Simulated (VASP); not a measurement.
Fe: single point with PBEsol

Crystal: Fe.

```
CELL_PARAMETERS angstrom
2.38258 0.00000 0.00000
-1.19129 2.06337 0.00000
0.00000 0.00000 3.77987
ATOMIC_POSITIONS crystal
Fe 0.66667 0.33333 0.75000
Fe 0.33333 0.66667 0.25000
```

- Program: VASP 6.6.1
- Task: single point
- Functional: PBEsol
- Potentials or basis: VASP PAW PBE potentials, release 64 (Fe)
- Cutoff: 520 eV
- k mesh: 12 × 12 × 7
- Occupations: fermi-dirac, width 0.05 eV
- Spin: collinear spin, ferromagnetic start
- Starting moments: [3.0, 3.0] μB
- Dipole correction: no
- Further INCAR settings: ALGO = Fast; EDIFF = 1e-06; NBANDS = 19

| Property | Result |
| --- | --- |
| Pressure | 19.3 GPa |
| Band gap on the k mesh | zero (filled and empty bands overlap) |
| Net moment | 0.00 μB per cell |
| Valence electrons inside the program's atomic spheres | Fe 7.78 |

Stress tensor (GPa, compression positive):
```
19.31  0.00  0.00
 0.00 19.31  0.00
 0.00  0.00 19.20
```

Levels at points of the mesh, in eV from the Fermi level:
Spin up:
```csv
k point,band 5,band 6,band 7,band 8,band 9,band 10,band 11,band 12
"(0.00, 0.00, 0.00)",-1.80,-1.39,-1.39,-0.97,-0.97,0.47,0.79,0.79
"(0.50, 0.00, 0.00)",-2.25,-1.77,-1.26,0.93,1.19,1.21,2.99,5.36
```
Spin down:
```
           k point  band 6  band 7  band 8  band 9  band 10  band 11
(0.00, 0.00, 0.00)   -1.39   -1.39   -0.97   -0.97     0.47     0.79
(0.50, 0.00, 0.00)   -1.77   -1.26    0.93    1.19     1.21     2.99
```

Run time: 22 s on 1 thread of Intel(R) Xeon(R) 6975P-C (Granite Rapids), with other jobs on the host, peak memory 0.15 GiB.

Caveat: the starting moments collapsed, and a magnetic state may lie lower; the PAW data sets were made with another functional, which shifts forces and pressure a little.
